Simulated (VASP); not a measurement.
Set up this calculation in VASP 6.6.1, as the native input.

```yaml
Task: single point
Functional: PBE
Potentials_or_basis: VASP PAW PBE potentials, release 64 (Rh_pv)
Cutoff: 520 eV
k_mesh: 4 × 4 × 4
Occupations: gaussian, width 0.1 eV
Spin: no spin polarisation
Dipole_correction: no
Further_INCAR_settings: ALGO = Normal; EDIFF = 1e-06; NBANDS = 70
```

The structure of Rh lies in POSCAR:

```
Rh
1.0
    4.8828478875      0.0000000000      0.0000000000
    0.0000000000      4.8828478875      0.0000000000
    0.0000000000      0.0000000000      4.8828478875
Rh
8
Direct
    0.5000000000      0.5000000000      0.5000000000
    0.0000000000      0.0000000000      0.0000000000
    0.2500000000      0.0000000000      0.5000000000
    0.5000000000      0.2500000000      0.0000000000
    0.5000000000      0.7500000000      0.0000000000
    0.7500000000      0.0000000000      0.5000000000
    0.0000000000      0.5000000000      0.7500000000
    0.0000000000      0.5000000000      0.2500000000
```

These files were run (other wordings do the same):

INCAR

```
SYSTEM = Rh
  ALGO = Normal
  EDIFF = 1E-6
  ENCUT = 520
  GGA = PE
  ISIF = 2
  ISMEAR = 0
  LASPH = .TRUE.
  LCHARG = .FALSE.
  LREAL = .FALSE.
  LWAVE = .FALSE.
  NBANDS = 70
  NELM = 100
  PREC = Accurate
  SIGMA = 0.1
```

KPOINTS

```
k-points
0
G
  4 4 4
  0 0 0
```

Potentials or basis: VASP PAW PBE potentials, release 64 (Rh_pv).

The run is started by

```bash
$ cat potpaw_PBE.64/Rh_pv/POTCAR > POTCAR
$ mpirun -np 1 vasp_std > vasp.out
```

It gave:

* Pressure: 0.0 GPa
* Band gap on the k mesh: zero (bands 60 and 61 overlap by 0.35 eV)

Run time: 40 s on 1 thread of AMD EPYC 9R45 (Zen 5) (shared host), peak memory 0.19 GiB.
